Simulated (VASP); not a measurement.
Input of a VASP 6.6.1 run:

The input INCAR:

```
SYSTEM = HfO2
PREC     = Accurate       ! precision mode
ENCUT    = 520            ! plane-wave cutoff, eV
EDIFF    = 1E-7           ! SCF threshold, eV
ISMEAR   = -1             ! smearing method
SIGMA    = 0.01           ! smearing width, eV
LREAL    = .FALSE.        ! projectors in reciprocal space
LASPH    = .TRUE.         ! aspherical terms in the spheres
NELM     = 100            ! most SCF steps
ALGO     = Normal         ! electronic algorithm
ISIF     = 2              ! what is computed and relaxed
LWAVE    = .FALSE.        ! write WAVECAR
LCHARG   = .FALSE.        ! write CHGCAR
GGA      = CA             ! functional
NBANDS   = 18             ! bands
```

File KPOINTS:

```
regular mesh
0
G
  9 9 9
  0 0 0
```

File POSCAR:

```
HfO2
1.0
    0.0000000000      2.5489464244      2.5489464244
    2.5489464244      0.0000000000      2.5489464244
    2.5489464244      2.5489464244      0.0000000000
Hf O
1 2
Direct
    0.0000000000      0.0000000000      0.0000000000
    0.2500000000      0.2500000000      0.2500000000
    0.7500000000      0.7500000000      0.7500000000
```

Potentials or basis: VASP PAW LDA potentials, release 64 (Hf_pv, O).

Launch:

```bash
$ cat potpaw_LDA.64/Hf_pv/POTCAR potpaw_LDA.64/O/POTCAR > POTCAR
$ mpirun -np 1 vasp_std > vasp.out
```

(1) Estimate the pressure.

(2) Predict the band gap on the k mesh.

Answers

(1) -17.2 GPa.

(2) 3.66 eV, indirect (least direct gap 3.78 eV).

Caveat: spin-orbit coupling is left out, which moves the levels of the heavy elements.
